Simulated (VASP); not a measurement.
Set up this calculation in VASP 6.6.1, as the native input.

| Quantity | Value |
| --- | --- |
| Task | single point |
| Functional | PBEsol |
| Potentials or basis | VASP PAW PBE potentials, release 64 (Ba_sv, S) |
| Cutoff | 520 eV |
| k mesh | 8 × 8 × 8 |
| Occupations | fermi-dirac, width 0.02 eV |
| Spin | no spin polarisation |
| Dipole correction | no |
| Further INCAR settings | ALGO = Normal; EDIFF = 1e-07; NBANDS = 15 |

The structure of BaS lies in POSCAR:

```
BaS
1.0
    0.0000000000      3.2201458251      3.2201458251
    3.2201458251      0.0000000000      3.2201458251
    3.2201458251      3.2201458251      0.0000000000
Ba S
1 1
Direct
    0.0000000000      0.0000000000      0.0000000000
    0.5000000000      0.5000000000      0.5000000000
```

This cell differs from its parent crystal: volume scaled by 1.025.

One way to write it, as run:

INCAR

```
PREC = Accurate
ENCUT = 520
EDIFF = 1E-7
ISMEAR = -1
SIGMA = 0.02
LREAL = F
LASPH = T
NELM = 100
ALGO = Normal
ISIF = 2
LWAVE = F
LCHARG = F
GGA = PS
NBANDS = 15
```

KPOINTS

```
Automatic mesh
0
Gamma
  8 8 8
```

Potentials or basis: VASP PAW PBE potentials, release 64 (Ba_sv, S).

Command:

```sh
$ cat potpaw_PBE.64/Ba_sv/POTCAR potpaw_PBE.64/S/POTCAR > POTCAR
$ mpirun -np 1 vasp_std > vasp.out
```

It gave:

```
Pressure               : -1.5 GPa
Band gap on the k mesh : 2.03 eV, indirect (least direct gap 2.18 eV)
```

Caveat: the PAW data sets were made with another functional, which shifts forces and pressure a little; spin-orbit coupling is left out, which moves the levels of the heavy elements.

Run time: 29 s on 1 thread of AMD EPYC 7R13 Processor (Zen 3) (shared host), peak memory 0.18 GiB.
